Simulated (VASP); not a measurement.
# TaN (P-6m2) in VASP: further runs

The runs below take TaN through single point, with r2SCAN.

Everything below comes from runs of VASP 6.6.1. Logs are shortened: lines on timing, memory, paths and dates and some standing lists are left out, and cuts for length are marked.

## Step 1: The cell of the first run

It takes space group P-6m2 (No. 187, hexagonal). Conventional cell: a = 2.938 Å, b = 2.938 Å, c = 2.883 Å, α = 90.00°, β = 90.00°, γ = 120.00°. Ta (site symmetry -6m2) has 6 N at 2.23 Å and 8 Ta at 2.88 to 2.94 Å within 3.0 Å. N (site symmetry -6m2) has 6 Ta at 2.23 Å and 8 N at 2.88 to 2.94 Å within 3.0 Å.

## Step 2: Single point, r2SCAN

POSCAR reads:

```
TaN
1.0
    2.9380000000      0.0000000000      0.0000000000
   -1.4690000000      2.5443826363      0.0000000000
    0.0000000000      0.0000000000      2.8830000000
Ta N
1 1
Direct
    0.0000000000      0.0000000000      0.5000000000
    0.6666666667      0.3333333333      0.0000000000
```

INCAR.step1 reads:

```
SYSTEM = TaN
PREC     = Accurate       ! precision mode
ENCUT    = 660            ! plane-wave cutoff, eV
ISMEAR   = 0              ! smearing method
SIGMA    = 0.1            ! smearing width, eV
LREAL    = .FALSE.        ! projectors in reciprocal space
LASPH    = .TRUE.         ! aspherical terms in the spheres
NELM     = 120            ! most SCF steps
NBANDS   = 15             ! bands
GGA      = PE             ! functional
ALGO     = Normal         ! electronic algorithm
EDIFF    = 1E-5           ! SCF threshold, eV
LWAVE    = .TRUE.         ! write WAVECAR
LCHARG   = .FALSE.        ! write CHGCAR
GGA_COMPAT= .FALSE.
```

INCAR.step2 reads:

```
SYSTEM = TaN
PREC     = Accurate       ! precision mode
ENCUT    = 660            ! plane-wave cutoff, eV
EDIFF    = 1E-6           ! SCF threshold, eV
ISMEAR   = 0              ! smearing method
SIGMA    = 0.1            ! smearing width, eV
LREAL    = .FALSE.        ! projectors in reciprocal space
LASPH    = .TRUE.         ! aspherical terms in the spheres
NELM     = 120            ! most SCF steps
ALGO     = Normal         ! electronic algorithm
ISIF     = 2              ! what is computed and relaxed
LWAVE    = .FALSE.        ! write WAVECAR
LCHARG   = .FALSE.        ! write CHGCAR
METAGGA  = R2SCAN         ! meta-GGA
LMIXTAU  = .TRUE.       
NBANDS   = 15             ! bands
ISTART   = 1            
GGA_COMPAT= .FALSE.
```

KPOINTS reads:

```
Automatic mesh
0
G
  5 5 4
  0 0 0
```

Potentials or basis: VASP PAW PBE potentials, release 64 (Ta_pv, N).

The run is started by

```sh
$ cat potpaw_PBE.64/Ta_pv/POTCAR potpaw_PBE.64/N/POTCAR > POTCAR
$ cp INCAR.step1 INCAR
$ mpirun -np 1 vasp_std > vasp.out
$ cp INCAR.step2 INCAR
$ mpirun -np 1 vasp_std > vasp.out
```

OUTCAR:

```text
SYSTEM = TaN
   PREC = Accurate
   ENCUT = 660
   EDIFF = 1E-6
   ISMEAR = 0
   LREAL = .FALSE.
   LASPH = .TRUE.
   NELM = 120
   ISIF = 2
   METAGGA = R2SCAN
   ISTART = 1

 ion  position               nearest neighbor table
   1  0.000  0.000  0.500-   2 2.23   2 2.23   2 2.23   2 2.23   2 2.23   2 2.23
   2  0.667  0.333  0.000-   1 2.23   1 2.23   1 2.23   1 2.23   1 2.23   1 2.23

  LATTYP: Found a hexagonal cell.
 ALAT       =     2.9380000000
 C/A-ratio  =     0.9812797822

  Lattice vectors:

 A1 = (   2.9380000000,   0.0000000000,   0.0000000000)
 A2 = (  -1.4690000000,   2.5443826363,   0.0000000000)
 A3 = (   0.0000000000,   0.0000000000,   2.8830000000)

Analysis of symmetry for initial positions (statically):
=====================================================================
 Subroutine PRICEL returns:
 Original cell was already a primitive cell.

 Routine SETGRP: Setting up the symmetry group for a
 hexagonal supercell.

 Subroutine GETGRP returns: Found 12 space group operations
 (whereof 12 operations were pure point group operations)
 out of a pool of 24 trial point group operations.

The static configuration has the point symmetry D_3h.

Analysis of symmetry for dynamics (positions and initial velocities):
=====================================================================
 Subroutine PRICEL returns:
 Original cell was already a primitive cell.

 Routine SETGRP: Setting up the symmetry group for a
 hexagonal supercell.

 Subroutine GETGRP returns: Found 12 space group operations
 (whereof 12 operations were pure point group operations)
 out of a pool of 24 trial point group operations.

The dynamic configuration has the point symmetry D_3h.

 Subroutine INISYM returns: Found 12 space group operations
 (whereof 12 operations are pure point group operations),
 and found     1 'primitive' translations

----------------------------------------------------------------------------------------

                                     Primitive cell

  volume of cell :      21.5516

  direct lattice vectors                    reciprocal lattice vectors
     2.938000000  0.000000000  0.000000000     0.340367597  0.196511324  0.000000000
    -1.469000000  2.544382636  0.000000000     0.000000000  0.393022648  0.000000000
     0.000000000  0.000000000  2.883000000     0.000000000  0.000000000  0.346860909

  length of vectors
     2.938000000  2.938000000  2.883000000     0.393022648  0.393022648  0.346860909

  position of ions in fractional coordinates (direct lattice)
     0.000000000  0.000000000  0.500000000
     0.666666667  0.333333333  0.000000000

  ion indices of the primitive-cell ions
   primitive index   ion index
                 1           1
                 2           2

----------------------------------------------------------------------------------------

 KPOINTS: Automatic mesh

Automatic generation of k-mesh.
 Grid dimensions read from file:
 generate k-points for:    5    5    4

 Generating k-lattice:

  Cartesian coordinates                     Fractional coordinates (reciprocal lattice)
     0.068073519  0.039302265  0.000000000     0.200000000  0.000000000  0.000000000
     0.000000000  0.078604530  0.000000000     0.000000000  0.200000000  0.000000000
     0.000000000  0.000000000  0.086715227     0.000000000  0.000000000  0.250000000

  Length of vectors
     0.078604530  0.078604530  0.086715227

  Shift w.r.t. Gamma in fractional coordinates (k-lattice)
     0.000000000  0.000000000  0.000000000

 Subroutine IBZKPT returns following result:
 ===========================================

 Found     15 irreducible k-points:

 Following reciprocal coordinates:
            Coordinates               Weight
  0.000000  0.000000  0.000000      1.000000
  0.200000 -0.000000  0.000000      6.000000
  0.400000 -0.000000  0.000000      6.000000
  0.200000  0.200000  0.000000      6.000000
  0.400000  0.200000  0.000000      6.000000
  0.000000  0.000000  0.250000      2.000000
  0.200000 -0.000000  0.250000     12.000000
  0.400000 -0.000000  0.250000     12.000000
  0.200000  0.200000  0.250000     12.000000
  0.400000  0.200000  0.250000     12.000000
  0.000000  0.000000  0.500000      1.000000
  0.200000 -0.000000  0.500000      6.000000
  0.400000 -0.000000  0.500000      6.000000
  0.200000  0.200000  0.500000      6.000000
  0.400000  0.200000  0.500000      6.000000
   k-points           NKPTS =     15   k-points in BZ     NKDIM =     15   number of bands    NBANDS=     15
   number of dos      NEDOS =    301   number of ions     NIONS =      2
   total plane-waves  NPLWV =  18816
   dimension x,y,z NGX =    28 NGY =   28 NGZ =   24
   dimension x,y,z NGXF=    56 NGYF=   56 NGZF=   48
   ions per type =               1   1
   NGX,Y,Z   is equivalent  to a cutoff of  15.84, 15.84, 13.84 a.u.
   NGXF,Y,Z  is equivalent  to a cutoff of  31.69, 31.69, 27.68 a.u.
 SYSTEM =  TaN
   PREC   = accura    normal or accurate (medium, high low for compatibility)
   ISTART =      1    job   : 0-new  1-cont  2-samecut
   ICHARG =      0    charge: 1-file 2-atom 10-const
   ISPIN  =      1    spin polarized calculation?
   LNONCOLLINEAR =      F non collinear calculations
   LSORBIT =      F    spin-orbit coupling
   LASPH  =      T    aspherical Exc in radial PAW
   ENCUT  =  660.0 eV  48.51 Ry    6.96 a.u.   6.15  6.15  6.04*2*pi/ulx,y,z
   NELM   =    120;   NELMIN=  2; NELMDL=  0     # of ELM steps
   EDIFF  = 0.1E-05   stopping-criterion for ELM
   LREAL  =      F    real-space projection
   EDIFFG = 0.1E-04   stopping-criterion for IOM
   NSW    =      0    number of steps for IOM
   IBRION =     -1    ionic relax: 0-MD 1-quasi-New 2-CG
   NFREE  =      0    steps in history (QN), initial steepest desc. (CG)
   ISIF   =      2    stress and relaxation
   ISYM   =      2    0-nonsym 1-usesym 2-fastsym
   POTIM  = 0.5000    time-step for ionic-motion
   TEBEG  =    0.0;   TEEND  =   0.0 temperature during run
   PSTRESS=    0.0 pullay stress
   NELECT =      16.0000    total number of electrons
   NUPDOWN=      -1.0000    fix difference up-down
   EMIN   =  10.00;   EMAX   =-10.00  energy-range for DOS
   EFERMI =   0.00;   METHOD = LEGACY
   ISMEAR =     0;   SIGMA  =   0.10  broadening in eV -4-tet -1-fermi 0-gaus
   EFERMI_NEDOS =   21; number of points for ismear=-14 and -15
   IALGO  =     38    algorithm
   IMIX   =      4    mixing-type and parameters
     AMIX     =   0.40;   BMIX     =  1.00
     AMIX_MAG =   1.60;   BMIX_MAG =  1.00
  volume/ion in A,a.u.               =      10.78        72.72
  Fermi-wavevector in a.u.,A,eV,Ry     =   1.482365  2.801264 29.897531  2.197407
  Thomas-Fermi vector in A             =   2.596160
   LORBIT       =      0    0 simple, 1 ext, 2 COOP (PROOUT), +10 PAW based schemes
   METAGGA = R2SCAN    functional components
   LHFCALC =     F    Hartree Fock is set to
   AEXX    =    0.0000 exact exchange contribution
   IVDW    =     0    specifies the selected vdW correction
   LEPSILON=     F    determine dielectric tensor
   LRPA    =     F    only Hartree local field effects (RPA)
 non-spin polarized calculation
 Gauss-broadening in eV      SIGMA  =   0.10
  energy-cutoff  :      660.00
  volume of cell :       21.55
 maximum number of plane-waves:       840
 NGX is ok and might be reduce to    28
   NGX = 13   NGY = 13   NGZ = 13

 number of electron      15.9999999 magnetization

 Free energy of the ion-electron system (eV)
  ---------------------------------------------------
  ext. energy  EPLUGINS =         0.00000000
  ---------------------------------------------------
  free energy    TOTEN  =       -60.38020917 eV

  energy without entropy =      -60.37908074  energy(sigma->0) =      -60.37964495

 E-fermi :   8.1262     XC(G=0): -14.3471

 val. band max:        8.1262006666   @ k =   0.0000   0.0000   0.5000
 cond. band min:       9.1041333257   @ k =   0.0000   0.0000   0.2500
 fundamental gap:      0.9779326591
 Fermi energy:         8.1262012039

 k-point     1 :       0.0000    0.0000    0.0000
  band No.  band energies     occupation
      1     -27.9118      2.00000
      2     -27.6698      2.00000
      3     -27.6698      2.00000
      4     -10.5848      2.00000
      5       3.3920      2.00000
      6       3.3920      2.00000
      7       3.8191      2.00000
      8       5.0795      2.00000
      9      10.7073      0.00000
     10      11.9709      0.00000
     11      11.9709      0.00000
     12      12.4553      0.00000
     13      12.4553      0.00000
     14      18.8257      0.00000
     15      22.2463      0.00000

 k-point     2 :       0.2000   -0.0000    0.0000
  band No.  band energies     occupation
      1     -28.0601      2.00000
      2     -27.8613      2.00000
      3     -27.7541      2.00000
      4      -9.8335      2.00000
      5       1.6556      2.00000
      6       3.9487      2.00000
      7       4.1221      2.00000
      8       4.6790      2.00000
      9      10.7226      0.00000
     10      12.0797      0.00000
     11      12.1905      0.00000
     12      13.1036      0.00000
     13      13.2734      0.00000
     14      18.8259      0.00000
     15      22.1667      0.00000
[... 203 lines left out ...]
      3     -27.8603      2.00000
      4      -8.4525      2.00000
      5       0.7004      2.00000
      6       1.2518      2.00000
      7       3.6745      2.00000
      8       6.3868      2.00000
      9      12.1273      0.00000
     10      12.1438      0.00000
     11      13.6028      0.00000
     12      15.0245      0.00000
     13      18.8148      0.00000
     14      19.6682      0.00000
     15      21.7209      0.00000

 k-point    15 :       0.4000    0.2000    0.5000
  band No.  band energies     occupation
      1     -28.5628      2.00000
      2     -28.4464      2.00000
      3     -28.0279      2.00000
      4      -8.5874      2.00000
      5       0.1611      2.00000
      6       1.1134      2.00000
      7       3.7516      2.00000
      8       7.5275      2.00000
      9      12.8279      0.00000
     10      13.6695      0.00000
     11      14.7722      0.00000
     12      16.0457      0.00000
     13      18.6088      0.00000
     14      18.9064      0.00000
     15      20.3485      0.00000

------------------------ aborting loop because EDIFF is reached ----------------------------------------

  FORCE on cell =-STRESS in cart. coord.  units (eV):
  Direction    XX          YY          ZZ          XY          YZ          ZX
  --------------------------------------------------------------------------------------
  -------------------------------------------------------------------------------------
  Total        0.0359003      0.0359003      0.5769893      0.0000000      0.0000000      0.0000000
  in kB        2.6688873      2.6688873     42.8942880      0.0000000      0.0000000      0.0000000
  external PRESSURE =      16.0773542 kB  Pullay stress =       0.0000000 kB

 VOLUME and BASIS-vectors are now :
 -----------------------------------------------------------------------------
  energy-cutoff  :      660.00
  volume of cell :       21.55
      direct lattice vectors                 reciprocal lattice vectors
     2.938000000  0.000000000  0.000000000     0.340367597  0.196511324  0.000000000
    -1.469000000  2.544382636  0.000000000     0.000000000  0.393022648  0.000000000
     0.000000000  0.000000000  2.883000000     0.000000000  0.000000000  0.346860909

 POSITION                                       TOTAL-FORCE (eV/Angst)
 -----------------------------------------------------------------------------------
      0.00000      0.00000      1.44150         0.000000      0.000000      0.000000
      1.46900      0.84813      0.00000        -0.000000      0.000000      0.000000
 -----------------------------------------------------------------------------------
    total drift:                               -0.000000      0.000000      0.000000

  FREE ENERGIE OF THE ION-ELECTRON SYSTEM (eV)
  ---------------------------------------------------
  free  energy   TOTEN  =       -60.3802091666 eV

  energy  without entropy=      -60.3790807431  energy(sigma->0) =      -60.37964495
```

It took 78 s on 1 thread of AMD EPYC 7R13, shared host; peak memory 0.13 GiB.

What came out:

* Free energy: -60.3802 eV
* Pressure: 1.6 GPa
* Band gap on the k mesh: zero (filled and empty bands touch)

Caveat: the k points lie up to 0.54 Å⁻¹ apart; the PAW data sets were made with another functional, which shifts forces and pressure a little; spin-orbit coupling is left out, which moves the levels of the heavy elements.

## Step 3: Single point, r2SCAN

POSCAR is that of step 2.

INCAR.step1 reads:

```
SYSTEM = TaN
ALGO = Normal
EDIFF = 1E-5
ENCUT = 660
GGA = PE
GGA_COMPAT = .False.
ISMEAR = 0
LASPH = .True.
LCHARG = .False.
LREAL = .False.
LWAVE = .True.
NBANDS = 15
NELM = 120
PREC = Accurate
SIGMA = 0.1
```

INCAR.step2 reads:

```
SYSTEM = TaN
ALGO = Normal
EDIFF = 1E-6
ENCUT = 660
GGA_COMPAT = .False.
ISIF = 2
ISMEAR = 0
ISTART = 1
LASPH = .True.
LCHARG = .False.
LMIXTAU = .True.
LREAL = .False.
LWAVE = .False.
METAGGA = R2SCAN
NBANDS = 15
NELM = 120
PREC = Accurate
SIGMA = 0.1
```

KPOINTS reads:

```
k-points
0
Gamma
  6 6 5
  0 0 0
```

Potentials or basis: VASP PAW PBE potentials, release 64 (Ta_pv, N).

The run is started by

```sh
$ cat potpaw_PBE.64/Ta_pv/POTCAR potpaw_PBE.64/N/POTCAR > POTCAR
$ cp INCAR.step1 INCAR
$ mpirun -np 1 vasp_std > vasp.out
$ cp INCAR.step2 INCAR
$ mpirun -np 1 vasp_std > vasp.out
```

It took 77 s on 1 thread of AMD EPYC 7R13, shared host; peak memory 0.13 GiB.

The run converged. Its results:

| Quantity | Value |
| --- | --- |
| Free energy | -60.3999 eV |
| Pressure | 1.4 GPa |
| Band gap on the k mesh | zero (filled and empty bands overlap) |

Stress tensor (GPa, compression positive):
```
1.02 0.00 0.00
0.00 1.02 0.00
0.00 0.00 2.06
```

Levels at points of the mesh, in eV from the Fermi level:
```tsv
k point	band 4	band 5	band 6	band 7	band 8	band 9	band 10	band 11	band 12	band 13
(0.00, 0.00, 0.00)	-18.87	-4.89	-4.89	-4.45	-3.20	2.43	3.70	3.70	4.17	4.17
(0.50, 0.00, 0.00)	-16.59	-8.67	-5.51	-3.67	-3.47	3.16	4.09	5.39	5.49	7.84
```

Caveat: the k points lie up to 0.44 Å⁻¹ apart; the PAW data sets were made with another functional, which shifts forces and pressure a little; spin-orbit coupling is left out, which moves the levels of the heavy elements.

[end of part 1 of 2]

The gap in the log of VASP goes by the Fermi energy; the results here count the filled bands.